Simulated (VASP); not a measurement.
Write the native input for VASP 6.6.1 that does the following.

```
Task                   : single point
Functional             : PBEsol
Potentials or basis    : VASP PAW PBE potentials, release 64 (Hf_pv)
Cutoff                 : 520 eV
k mesh                 : 10 × 10 × 10
Occupations            : fermi-dirac, width 0.1 eV
Spin                   : no spin polarisation
Dipole correction      : no
Further INCAR settings : ALGO = Normal; EDIFF = 1e-06; NBANDS = 17
```

The structure of Hf lies in POSCAR:

```
Hf
1.0
    0.0000000000      3.2698199397      3.2698199397
    3.2698199397      0.0000000000      3.2698199397
    3.2698199397      3.2698199397      0.0000000000
Hf
2
Direct
    0.1250000000      0.1250000000      0.1250000000
    0.8750000000      0.8750000000      0.8750000000
```

This cell differs from its parent crystal: volume scaled by 1.08.

These files were run (other wordings do the same):

INCAR

```
  PREC = Accurate
  ENCUT = 520
  EDIFF = 1E-6
  ISMEAR = -1
  SIGMA = 0.1
  LREAL = False
  LASPH = True
  NELM = 80
  ALGO = Normal
  ISIF = 2
  LWAVE = False
  LCHARG = True
  GGA = PS
  LELF = True
  LVHAR = True
  NBANDS = 17
```

KPOINTS

```
regular mesh
0
Gamma
  10 10 10
```

Potentials or basis: VASP PAW PBE potentials, release 64 (Hf_pv).

Run with:

```sh
$ cat potpaw_PBE.64/Hf_pv/POTCAR > POTCAR
$ mpirun -np 1 vasp_std > vasp.out
```

Results of the run:

```
Pressure               : -2.3 GPa
Band gap on the k mesh : zero (band 10 reaches 1.76 eV, above the bottom of band 11 at 1.05 eV)
```

Caveat: the PAW data sets were made with another functional, which shifts forces and pressure a little; spin-orbit coupling is left out, which moves the levels of the heavy elements.

Run time: 62 s on 1 thread of Intel(R) Xeon(R) Platinum 8259CL CPU @ 2.50GHz (Skylake/Cascade Lake), on a shared host, peak memory 0.22 GiB.
